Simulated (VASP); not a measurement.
Wanted: the native input for a VASP 6.6.1 run.

* Task: molecular dynamics
* Functional: PBE
* Potentials or basis: VASP PAW PBE potentials, release 64 (Si, P)
* Cutoff: 520 eV
* k mesh: 1 × 1 × 1, shifted
* Occupations: fermi-dirac, width 0.05 eV
* Spin: no spin polarisation
* Dipole correction: no
* Further INCAR settings: LREAL = Auto; ALGO = Normal; EDIFF = 1e-05; NBANDS = 50; ISYM = 0; IBRION = 0; POTIM = 3.0; NSW = 40

The structure of SiP lies in POSCAR:

```
SiP
1.0
    6.2232790000     -0.0106730000     -0.0715470000
   -0.0106730000      5.9163510000     -0.1152730000
   -0.0715470000     -0.1152730000      5.8539670000
Si P
8 8
Direct
    0.7003239925      0.1900327458      0.5276154979
    0.1906461510      0.3258780595      0.6336533648
    0.0840607505      0.9225890926      0.9985428501
    0.3036764058      0.8398565547      0.3099184443
    0.6478110923      0.9086860338      0.7888864547
    0.0487728345      0.5012319923      0.2576086586
    0.7322950225      0.6297405753      0.4921144767
    0.0273592548      0.9687447672      0.5954265108
    0.9595044457      0.5799141956      0.8652670491
    0.6769149072      0.3179552761      0.9339204510
    0.8893528449      0.1415158073      0.2105279875
    0.6486819801      0.8134771986      0.1570466468
    0.4109308979      0.6454520914      0.6710848640
    0.3854083834      0.1221703214      0.8823370732
    0.3582525162      0.2169691547      0.3359914516
    0.4113590463      0.5160687519      0.1326921705
```

The input as run:

INCAR

```
SYSTEM = SiP
ALGO = Normal ; EDIFF = 1E-5
ENCUT = 520 ; GGA = PE
IBRION = 0 ; ISIF = 2
ISMEAR = -1 ; ISYM = 0
LANGEVIN_GAMMA = 30 30 ; LASPH = .TRUE.
LCHARG = .TRUE. ; LREAL = Auto
LWAVE = .FALSE. ; MDALGO = 3
NBANDS = 50 ; NELM = 80
NELMIN = 4 ; NSW = 40
POTIM = 3.0 ; PREC = Accurate
RANDOM_SEED = 75817 0 0 ; SIGMA = 0.05
TEBEG = 300.0 ; TEEND = 300.0
```

KPOINTS

```
Automatic mesh
0
Gamma
  1 1 1
  0.25 0.25 0.25
```

Potentials or basis: VASP PAW PBE potentials, release 64 (Si, P).

Launch:

```bash
$ cat potpaw_PBE.64/Si/POTCAR potpaw_PBE.64/P/POTCAR > POTCAR
$ mpirun -np 1 vasp_std > vasp.out
```

It took 10 min on 1 thread of Oxide Virtual Turin-like Processor (shared host), peak memory 0.3 GiB.
